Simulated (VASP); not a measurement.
**PbSe: single point with RPBE+D4**

The system is PbSe.

```xyz
2
Lattice="0.0000 3.0622 3.0622 3.0622 0.0000 3.0622 3.0622 3.0622 0.0000" Properties=species:S:1:pos:R:3 pbc="T T T"
Pb    3.0622    3.0622    3.0622
Se    0.0000    0.0000    0.0000
```

| Quantity | Value |
| --- | --- |
| Program | VASP 6.6.1 |
| Task | single point |
| Functional | RPBE |
| Dispersion | D4 |
| Potentials or basis | VASP PAW PBE potentials, release 64 (Pb_d, Se) |
| Cutoff | 500 eV |
| k mesh | 6 × 6 × 6 |
| Occupations | gaussian, width 0.05 eV |
| Spin | no spin polarisation |

```
Pressure                   : 0.1 GPa
Band gap on the k mesh     : 0.38 eV, direct
Dispersion energy per atom : -0.726 eV
```

Levels at points of the mesh, in eV from the valence-band top:
```csv
k point,band 6,band 7,band 8,band 9,band 10,band 11,band 12,band 13,band 14,band 15
"(0.00, 0.00, 0.00)",-13.56,-6.26,-1.88,-1.88,-1.88,4.76,4.76,4.76,6.55,6.55
"(0.50, 0.00, 0.00)",-12.50,-8.77,-1.48,-1.48,0.00,0.38,1.74,1.74,8.67,10.15
"(0.50, 0.50, 0.00)",-12.14,-7.35,-4.95,-3.22,-3.22,3.78,5.65,5.65,6.10,11.26
```

Wall time 24 s on 1 thread of Intel Xeon 8259CL, on a shared host, peak memory 0.18 GiB.

Caveat: the PAW data sets were made with another functional, which shifts forces and pressure a little; spin-orbit coupling is left out, which moves the levels of the heavy elements. A k mesh can miss the band edges.
